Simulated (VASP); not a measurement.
Set up this calculation in VASP 6.6.1, as the native input.

* Task: relaxation of cell and atoms
* Functional: PBEsol
* Potentials or basis: VASP PAW PBE potentials, release 64 (I, Cu)
* Cutoff: 600 eV
* k mesh: 8 × 8 × 8
* Occupations: fermi-dirac, width 0.05 eV
* Spin: no spin polarisation
* Target pressure: 5 GPa
* Dipole correction: no
* Further INCAR settings: ALGO = Normal; EDIFF = 1e-06; IBRION = 2; EDIFFG = -0.005; NSW = 80; ISIF = 3

The structure of CuI (Marshite) lies in POSCAR:

```
CuI
1.0
    0.0000000000      3.0315000000      3.0315000000
    3.0315000000      0.0000000000      3.0315000000
    3.0315000000      3.0315000000      0.0000000000
I Cu
1 1
Direct
    0.0000000000      0.0000000000      0.0000000000
    0.7500000000      0.7500000000      0.7500000000
```

The input as run:

INCAR

```
SYSTEM = CuI
ALGO = Normal
EDIFF = 1E-6
EDIFFG = -0.005
ENCUT = 600
GGA = PS
IBRION = 2
ISIF = 3
ISMEAR = -1
LASPH = .TRUE.
LCHARG = .FALSE.
LREAL = .FALSE.
LWAVE = .FALSE.
NELM = 80
NSW = 80
PREC = Accurate
PSTRESS = 50.0
SIGMA = 0.05
```

KPOINTS

```
k-points
0
G
  8 8 8
  0 0 0
```

Potentials or basis: VASP PAW PBE potentials, release 64 (I, Cu).

Run with:

```sh
$ cat potpaw_PBE.64/I/POTCAR potpaw_PBE.64/Cu/POTCAR > POTCAR
$ mpirun -np 1 vasp_std > vasp.out
```

It gave:

The relaxed volume is 24.18 Å³/atom. The relaxed cell is a = 4.089 Å, b = 4.089 Å, c = 4.089 Å, α = 60.00°, β = 60.00°, γ = 60.00° and the space group after relaxing (to 0.05 Å) is F-43m (No. 216). The energy change on relaxing (the enthalpy is what falls) is +16.3 meV/atom and the ionic steps are 5. The pressure after relaxing is 5.0 GPa and the band gap on the k mesh is 1.44 eV, direct.

Caveat: the cell is relaxed towards a set pressure, so the enthalpy falls and the energy may rise; the PAW data sets were made with another functional, which shifts forces and pressure a little; spin-orbit coupling is left out, which moves the levels of the heavy elements.

Run time: 110 s on 1 thread of Intel Xeon 6975P-C, with other jobs on the host, peak memory 0.23 GiB.
